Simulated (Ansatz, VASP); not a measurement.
**HfH3 in VASP and in Ansatz**

```xyz
4
Lattice="-1.5116 1.5116 2.8979 1.5116 -1.5116 2.8979 1.5116 1.5116 -2.8979" Properties=species:S:1:pos:R:3 pbc="T T T"
Hf    0.0000    0.0000    0.0000
H     0.0000    1.5116    1.4490
H     1.5116    0.0000    1.4490
H     0.0000    0.0000    2.8979
```

Alike in both runs: functional PBEsol; dispersion D3(BJ); k mesh 12 × 12 × 12; no spin polarisation.

Ansatz relaxed the structure, and its values are those at the end. VASP's run is a single point on that final structure, the one shown.

|  | VASP | Ansatz |
| --- | --- | --- |
| version | VASP 6.6.1 | Ansatz 0.2.0 |
| potentials or method | VASP PAW PBE potentials, release 64 (Hf_pv, H) | plane waves, PAW |
| plane-wave cutoff (eV) | 520 | 420 |
| occupations | methfessel-paxton of order 1, width 0.1 eV | cold, width 0.1 eV |
| valence electrons in the cell | 13 | 29 |

```tsv
	VASP	Ansatz	Ansatz less VASP
pressure (GPa)	-1.0	0.0	+1.03
```

VASP's potentials were made for PBE, not for PBEsol. VASP's potentials hold 13 valence electrons a cell and Ansatz's 29, so a difference there can come from the potentials and not from the codes.

Neither program's run includes spin-orbit coupling.
